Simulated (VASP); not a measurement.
La2O3:

```
CELL_PARAMETERS angstrom
3.93078 0.00000 0.00000
-1.96539 3.40415 0.00000
0.00000 0.00000 6.11195
ATOMIC_POSITIONS crystal
La 0.33333 0.66667 0.24624
La 0.66667 0.33333 0.75376
O 0.00000 0.00000 0.00000
O 0.33333 0.66667 0.64589
O 0.66667 0.33333 0.35411
```

* Program: VASP 6.6.1
* Task: relaxation of cell and atoms
* Functional: LDA
* Potentials or basis: VASP PAW LDA potentials, release 64 (La, O)
* Cutoff: 600 eV
* k mesh: 8 × 8 × 5
* Occupations: fermi-dirac, width 0.05 eV
* Spin: no spin polarisation
* Hubbard terms: La f U = 3.0 eV

At the start: pressure -4.1 GPa; volume 16.36 Å³/atom.

How do energy, volume and symmetry change on relaxing?

Over 10 steps the energy falls by 6.9 meV/atom and the volume is 15.82 Å³/atom (-3.3 %); space group P-3m1 (No. 164, to 0.1 Å) before and after.

The path:
```tsv
step	energy change (eV)	largest force (eV/Å)	pressure (GPa)	volume (Å³)
1	0.0000	0.0588	-4.07	81.78
2	0.0113	0.5206	5.24	76.96
3	-0.0298	0.1957	-0.04	79.52
4	-0.0331	0.0306	-0.05	79.30
5	-0.0334	0.0362	-0.02	79.21
6	-0.0339	0.0376	0.04	79.15
7	-0.0341	0.0393	0.08	79.10
8	-0.0342	0.0252	-0.16	79.18
9	-0.0342	0.0258	-0.15	79.19
10	-0.0344	0.0032	-0.02	79.10
```

Final structure:
```xyz
5
Lattice="3.9047 0.0000 0.0000 -1.9524 3.3816 0.0000 0.0000 0.0000 5.9903" Properties=species:S:1:pos:R:3 pbc="T T T"
La    0.0000    2.2544    1.4633
La    1.9524    1.1272    4.5270
O     1.9524    3.3816    0.0000
O     0.0000    2.2544    3.8719
O     1.9524    1.1272    2.1184
```
